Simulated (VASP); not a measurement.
# Ga2O3 (R-3c) in VASP: further runs

Runs on Ga2O3. Level: PBE. Tasks: single point.

Everything below comes from runs of VASP 6.6.1. Logs are shortened: lines on timing, memory, paths and dates and some standing lists are left out, and cuts for length are marked.

### Step 1. The cell of the first run

The structure is trigonal, space group R-3c (No. 167). Conventional cell: a = 4.955 Å, b = 4.955 Å, c = 13.345 Å, α = 90.00°, β = 90.00°, γ = 120.00°. Within 2.5 Å of Ga (site symmetry 3) lie 6 O at 1.91 to 2.06 Å. Within 2.5 Å of O (site symmetry 2) lie 4 Ga at 1.91 to 2.06 Å.

### Step 2. Single point, PBE (9.46 Å³/atom)

Contents of INCAR:

```
ALGO = Normal ; EDIFF = 1E-6
ENCUT = 520 ; GGA = PE
ISIF = 2 ; ISMEAR = 0
LASPH = True ; LCHARG = True
LELF = True ; LREAL = False
LVHAR = True ; LWAVE = False
NBANDS = 55 ; NELM = 100
PREC = Accurate ; SIGMA = 0.01
```

Contents of KPOINTS:

```
k-points
0
Gamma
  6 6 6
```

Contents of POSCAR:

```
Ga2O3
1.0
    2.4772606287      1.4302470909      4.4483092630
   -2.4772606287      1.4302470909      4.4483092630
    0.0000000000     -2.8604941817      4.4483092630
Ga O
4 6
Direct
    0.8558408843      0.8558408843      0.8558408843
    0.3558408843      0.3558408843      0.3558408843
    0.1441591157      0.1441591157      0.1441591157
    0.6441591157      0.6441591157      0.6441591157
    0.4468690112      0.0531309888      0.7500000000
    0.0531309888      0.7500000000      0.4468690112
    0.5531309888      0.9468690112      0.2500000000
    0.2500000000      0.5531309888      0.9468690112
    0.9468690112      0.2500000000      0.5531309888
    0.7500000000      0.4468690112      0.0531309888
```

Potentials or basis: VASP PAW PBE potentials, release 64 (Ga_d, O).

On the command line:

```
cat potpaw_PBE.64/Ga_d/POTCAR potpaw_PBE.64/O/POTCAR > POTCAR
mpirun -np 1 vasp_std > vasp.out
```

OUTCAR:

```text
EDIFF = 1E-6
   ENCUT = 520
   GGA = PE
   ISIF = 2
   ISMEAR = 0
   LASPH = True
   LREAL = False
   NELM = 100
   PREC = Accurate

 ion  position               nearest neighbor table
   1  0.856  0.856  0.856-   8 1.91   7 1.91   9 1.91   5 2.06   6 2.06  10 2.06   4 2.82
   2  0.356  0.356  0.356-   6 1.91   5 1.91  10 1.91   7 2.06   8 2.06   9 2.06   3 2.82
   3  0.144  0.144  0.144-  10 1.91   5 1.91   6 1.91   7 2.06   9 2.06   8 2.06   2 2.82
   4  0.644  0.644  0.644-   9 1.91   7 1.91   8 1.91   5 2.06  10 2.06   6 2.06   1 2.82
   5  0.447  0.053  0.750-   2 1.91   3 1.91   1 2.06   4 2.06
   6  0.053  0.750  0.447-   2 1.91   3 1.91   1 2.06   4 2.06
   7  0.553  0.947  0.250-   1 1.91   4 1.91   3 2.06   2 2.06
   8  0.250  0.553  0.947-   1 1.91   4 1.91   2 2.06   3 2.06
   9  0.947  0.250  0.553-   4 1.91   1 1.91   3 2.06   2 2.06
  10  0.750  0.447  0.053-   3 1.91   2 1.91   4 2.06   1 2.06

  LATTYP: Found a trigonal (rhomboedric) cell.
 ALAT       =     5.2886559978
 COS(alpha) =     0.5611836929

  Lattice vectors:

 A1 = (   2.4772606287,   1.4302470909,   4.4483092630)
 A2 = (  -2.4772606287,   1.4302470909,   4.4483092630)
 A3 = (   0.0000000000,  -2.8604941817,   4.4483092630)

Analysis of symmetry for initial positions (statically):
=====================================================================
 Subroutine PRICEL returns:
 Original cell was already a primitive cell.

 Routine SETGRP: Setting up the symmetry group for a
 trigonal (rhombohedral) supercell.

 Subroutine GETGRP returns: Found 12 space group operations
 (whereof  6 operations were pure point group operations)
 out of a pool of 12 trial point group operations.

The static configuration has the point symmetry S_6 .
 The point group associated with its full space group is D_3d.

Analysis of symmetry for dynamics (positions and initial velocities):
=====================================================================
 Subroutine PRICEL returns:
 Original cell was already a primitive cell.

 Routine SETGRP: Setting up the symmetry group for a
 trigonal (rhombohedral) supercell.

 Subroutine GETGRP returns: Found 12 space group operations
 (whereof  6 operations were pure point group operations)
 out of a pool of 12 trial point group operations.

The dynamic configuration has the point symmetry S_6 .
 The point group associated with its full space group is D_3d.

 Subroutine INISYM returns: Found 12 space group operations
 (whereof  6 operations are pure point group operations),
 and found     1 'primitive' translations

----------------------------------------------------------------------------------------

                                     Primitive cell

  volume of cell :      94.5647

  direct lattice vectors                    reciprocal lattice vectors
     2.477260629  1.430247091  4.448309263     0.201835848  0.116529981  0.074934838
    -2.477260629  1.430247091  4.448309263    -0.201835848  0.116529981  0.074934838
     0.000000000 -2.860494182  4.448309263     0.000000000 -0.233059962  0.074934838

  length of vectors
     5.288655998  5.288655998  5.288655998     0.244810490  0.244810490  0.244810490

  position of ions in fractional coordinates (direct lattice)
     0.855840884  0.855840884  0.855840884
     0.355840884  0.355840884  0.355840884
     0.144159116  0.144159116  0.144159116
     0.644159116  0.644159116  0.644159116
     0.446869011  0.053130989  0.750000000
     0.053130989  0.750000000  0.446869011
     0.553130989  0.946869011  0.250000000
     0.250000000  0.553130989  0.946869011
     0.946869011  0.250000000  0.553130989
     0.750000000  0.446869011  0.053130989

  ion indices of the primitive-cell ions
   primitive index   ion index
                 1           1
                 2           2
                 3           3
                 4           4
                 5           5
                 6           6
                 7           7
                 8           8
                 9           9
                10          10

----------------------------------------------------------------------------------------

 KPOINTS: k-points

Automatic generation of k-mesh.
 Grid dimensions read from file:
 generate k-points for:    6    6    6

 Generating k-lattice:

  Cartesian coordinates                     Fractional coordinates (reciprocal lattice)
     0.033639308  0.019421664  0.012489140     0.166666667 -0.000000000 -0.000000000
    -0.033639308  0.019421664  0.012489140    -0.000000000  0.166666667 -0.000000000
     0.000000000 -0.038843327  0.012489140     0.000000000  0.000000000  0.166666667

  Length of vectors
     0.040801748  0.040801748  0.040801748

  Shift w.r.t. Gamma in fractional coordinates (k-lattice)
     0.000000000  0.000000000  0.000000000

 Subroutine IBZKPT returns following result:
 ===========================================

 Found     32 irreducible k-points:

 Following reciprocal coordinates:
            Coordinates               Weight
  0.000000  0.000000  0.000000      1.000000
  0.166667 -0.000000 -0.000000      6.000000
  0.333333  0.000000  0.000000      6.000000
  0.500000  0.000000 -0.000000      3.000000
  0.166667  0.166667 -0.000000      6.000000
  0.333333  0.166667  0.000000     12.000000
[... 16 lines left out ...]
  0.500000  0.500000  0.166667      6.000000
 -0.333333  0.500000  0.166667     12.000000
 [... further k-points ...]
   k-points           NKPTS =     32   k-points in BZ     NKDIM =     32   number of bands    NBANDS=     55
   number of dos      NEDOS =    301   number of ions     NIONS =     10
   total plane-waves  NPLWV =  64000
   dimension x,y,z NGX =    40 NGY =   40 NGZ =   40
   dimension x,y,z NGXF=    80 NGYF=   80 NGZF=   80
   ions per type =               4   6
   NGX,Y,Z   is equivalent  to a cutoff of  12.57, 12.57, 12.57 a.u.
   NGXF,Y,Z  is equivalent  to a cutoff of  25.15, 25.15, 25.15 a.u.
 SYSTEM =  unknown system
   PREC   = accura    normal or accurate (medium, high low for compatibility)
   ISTART =      0    job   : 0-new  1-cont  2-samecut
   ICHARG =      2    charge: 1-file 2-atom 10-const
   ISPIN  =      1    spin polarized calculation?
   LNONCOLLINEAR =      F non collinear calculations
   LSORBIT =      F    spin-orbit coupling
   LASPH  =      T    aspherical Exc in radial PAW
   ENCUT  =  520.0 eV  38.22 Ry    6.18 a.u.   9.83  9.83  9.83*2*pi/ulx,y,z
   NELM   =    100;   NELMIN=  2; NELMDL= -5     # of ELM steps
   EDIFF  = 0.1E-05   stopping-criterion for ELM
   LREAL  =      F    real-space projection
   EDIFFG = 0.1E-04   stopping-criterion for IOM
   NSW    =      0    number of steps for IOM
   IBRION =     -1    ionic relax: 0-MD 1-quasi-New 2-CG
   NFREE  =      0    steps in history (QN), initial steepest desc. (CG)
   ISIF   =      2    stress and relaxation
   ISYM   =      2    0-nonsym 1-usesym 2-fastsym
   POTIM  = 0.5000    time-step for ionic-motion
   TEBEG  =    0.0;   TEEND  =   0.0 temperature during run
   PSTRESS=    0.0 pullay stress
   NELECT =      88.0000    total number of electrons
   NUPDOWN=      -1.0000    fix difference up-down
   EMIN   =  10.00;   EMAX   =-10.00  energy-range for DOS
   EFERMI =   0.00;   METHOD = LEGACY
   ISMEAR =     0;   SIGMA  =   0.01  broadening in eV -4-tet -1-fermi 0-gaus
   EFERMI_NEDOS =   21; number of points for ismear=-14 and -15
   IALGO  =     38    algorithm
   IMIX   =      4    mixing-type and parameters
     AMIX     =   0.40;   BMIX     =  1.00
     AMIX_MAG =   1.60;   BMIX_MAG =  1.00
  volume/ion in A,a.u.               =       9.46        63.82
  Fermi-wavevector in a.u.,A,eV,Ry     =   1.598304  3.020357 34.757113  2.554576
  Thomas-Fermi vector in A             =   2.695775
   LORBIT       =      0    0 simple, 1 ext, 2 COOP (PROOUT), +10 PAW based schemes
   GGA     = PE    functional components
   LHFCALC =     F    Hartree Fock is set to
   AEXX    =    0.0000 exact exchange contribution
   IVDW    =     0    specifies the selected vdW correction
   LEPSILON=     F    determine dielectric tensor
   LRPA    =     F    only Hartree local field effects (RPA)
 non-spin polarized calculation
 Gauss-broadening in eV      SIGMA  =   0.01
  energy-cutoff  :      520.00
  volume of cell :       94.56
 maximum number of plane-waves:      2567
   NGX = 19   NGY = 19   NGZ = 19

 number of electron      87.9999977 magnetization

 Free energy of the ion-electron system (eV)
  ---------------------------------------------------
  ext. energy  EPLUGINS =         0.00000000
  ---------------------------------------------------
  free energy    TOTEN  =       -59.09360431 eV

  energy without entropy =      -59.09360431  energy(sigma->0) =      -59.09360431

 E-fermi :   4.8195     XC(G=0): -12.3120

 val. band max:        4.7684417867   @ k =  -0.1667   0.1667   0.0000
 cond. band min:       7.8190390417   @ k =   0.0000   0.0000   0.0000
 fundamental gap:      3.0505972550
 Fermi energy:         4.8195493615

 k-point     1 :       0.0000    0.0000    0.0000
  band No.  band energies     occupation
      1     -14.4078      2.00000
      2     -12.3150      2.00000
      3     -12.3150      2.00000
      4     -12.2955      2.00000
      5     -12.2663      2.00000
      6     -12.2663      2.00000
[... 47 lines left out ...]
     54      16.0983      0.00000
     55      17.3566      0.00000

 k-point     2 :       0.1667   -0.0000   -0.0000
  band No.  band energies     occupation
      1     -14.2776      2.00000
      2     -12.4580      2.00000
      3     -12.3289      2.00000
      4     -12.3242      2.00000
      5     -12.2761      2.00000
      6     -12.2588      2.00000
[... 47 lines left out ...]
     54      16.7181      0.00000
     55      17.1613      0.00000
[... 1216 lines left out ...]
     54      17.1603      0.00000
     55      17.3502      0.00000

 k-point    24 :      -0.3333    0.5000    0.1667
  band No.  band energies     occupation
      1     -13.3314      2.00000
      2     -13.0060      2.00000
      3     -12.6915      2.00000
      4     -12.5552      2.00000
      5     -12.3102      2.00000
      6     -12.2632      2.00000
[... 47 lines left out ...]
     54      16.9987      0.00000
     55      17.3265      0.00000

 [... further k-points ...]

------------------------ aborting loop because EDIFF is reached ----------------------------------------

  FORCE on cell =-STRESS in cart. coord.  units (eV):
  Direction    XX          YY          ZZ          XY          YZ          ZX
  --------------------------------------------------------------------------------------
  -------------------------------------------------------------------------------------
  Total        9.4396173      9.4396173      8.3174337     -0.0000000      0.0000000      0.0000000
  in kB      159.9322222    159.9322222    140.9194475     -0.0000000      0.0000000      0.0000000
  external PRESSURE =     153.5946306 kB  Pullay stress =       0.0000000 kB

 VOLUME and BASIS-vectors are now :
 -----------------------------------------------------------------------------
  energy-cutoff  :      520.00
  volume of cell :       94.56
      direct lattice vectors                 reciprocal lattice vectors
     2.477260629  1.430247091  4.448309263     0.201835848  0.116529981  0.074934838
    -2.477260629  1.430247091  4.448309263    -0.201835848  0.116529981  0.074934838
     0.000000000 -2.860494182  4.448309263     0.000000000 -0.233059962  0.074934838

 POSITION                                       TOTAL-FORCE (eV/Angst)
 -----------------------------------------------------------------------------------
      0.00000      0.00000     11.42113         0.000000      0.000000      0.025250
      0.00000      0.00000      4.74867         0.000000      0.000000      0.025250
      0.00000      0.00000      1.92379         0.000000     -0.000000     -0.025250
      0.00000      0.00000      8.59626         0.000000     -0.000000     -0.025250
      0.97539     -1.43025      5.56039        -0.007948      0.000000      0.000000
     -1.72633     -0.12959      5.56039         0.003974      0.006884     -0.000000
     -0.97539      1.43025      7.78454         0.007948      0.000000      0.000000
     -0.75093     -1.55984      7.78454        -0.003974      0.006884     -0.000000
      1.72633      0.12959      7.78454        -0.003974     -0.006884     -0.000000
      0.75093      1.55984      5.56039         0.003974     -0.006884     -0.000000
 -----------------------------------------------------------------------------------
    total drift:                               -0.000000      0.000000     -0.000000

  FREE ENERGIE OF THE ION-ELECTRON SYSTEM (eV)
  ---------------------------------------------------
  free  energy   TOTEN  =       -59.0936043091 eV

  energy  without entropy=      -59.0936043091  energy(sigma->0) =      -59.09360431
```

It took 3 min on 1 thread of Intel Xeon Platinum 8488C (Sapphire Rapids), shared host; peak memory 0.3 GiB.

What came out:

| Item | Value |
| --- | --- |
| Free energy | -59.0936 eV |
| Pressure | 15.4 GPa |
| Largest force | 0.025 eV/Å |
| Band gap on the k mesh | 3.05 eV (least direct gap 3.31 eV) |

Forces in eV/Å, atoms in the order of the input:
```
Ga   0.000  0.000  0.025
Ga   0.000  0.000  0.025
Ga   0.000  0.000 -0.025
Ga   0.000  0.000 -0.025
O   -0.008  0.000  0.000
O    0.004  0.007  0.000
O    0.008  0.000  0.000
O   -0.004  0.007  0.000
O   -0.004 -0.007  0.000
O    0.004 -0.007  0.000
```

Levels at points of the mesh, in eV from the valence-band top:
```
           k point  band 42  band 43  band 44  band 45  band 46  band 47
(0.00, 0.00, 0.00)    -0.31    -0.26    -0.26     3.05     6.89     6.98
(0.50, 0.00, 0.00)    -1.02    -0.16    -0.16     6.64     6.64     6.95
(0.50, 0.50, 0.00)    -0.70    -0.25    -0.15     6.80     6.98     7.80
(0.50, 0.50, 0.50)    -0.30    -0.30    -0.30     6.09     6.09     8.08
```

Caveat: the cell stands under pressure. A k mesh can miss the band edges.

(Continued in part 2 of 2.)
